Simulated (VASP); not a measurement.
LuPd, 2 atoms in the cell. The structure is trigonal, space group R-3m (No. 166). The conventional cell has a = 4.805 Å, b = 4.805 Å, c = 5.974 Å, α = 90.00°, β = 90.00°, γ = 120.00°. Within 3.9 Å of Lu (site symmetry -3m) lie 8 Pd at 2.95 to 2.99 Å and 6 Lu at 3.42 Å. Within 3.9 Å of Pd (site symmetry -3m) lie 8 Lu at 2.95 to 2.99 Å and 6 Pd at 3.42 Å.  This cell differs from its parent crystal: equal xy, yz and zx shear strains of +1 %.

```yaml
Program: VASP 6.6.1
Task: single point
Functional: PBEsol
Potentials_or_basis: VASP PAW PBE potentials, release 64 (Lu, Pd)
Cutoff: 520 eV
k_mesh: 10 × 10 × 10
Occupations: fermi-dirac, width 0.05 eV
Spin: no spin polarisation
Dipole_correction: no
Further_INCAR_settings: ALGO = Normal; EDIFF = 1e-07; NBANDS = 24
```

Potentials or basis: VASP PAW PBE potentials, release 64 (Lu, Pd).

Launch:

```bash
$ cat potpaw_PBE.64/Lu/POTCAR potpaw_PBE.64/Pd/POTCAR > POTCAR
$ mpirun -np 1 vasp_std > vasp.out
```

Hardware: 1 thread of Oxide Virtual Turin-like Processor, with other jobs on the host.

How long does it take, and how much memory?

Wall time 3.1 min on 1 thread of Oxide Virtual Turin-like Processor, on a shared host, peak memory 0.23 GiB. Counts: scf iterations 13, k points 116.
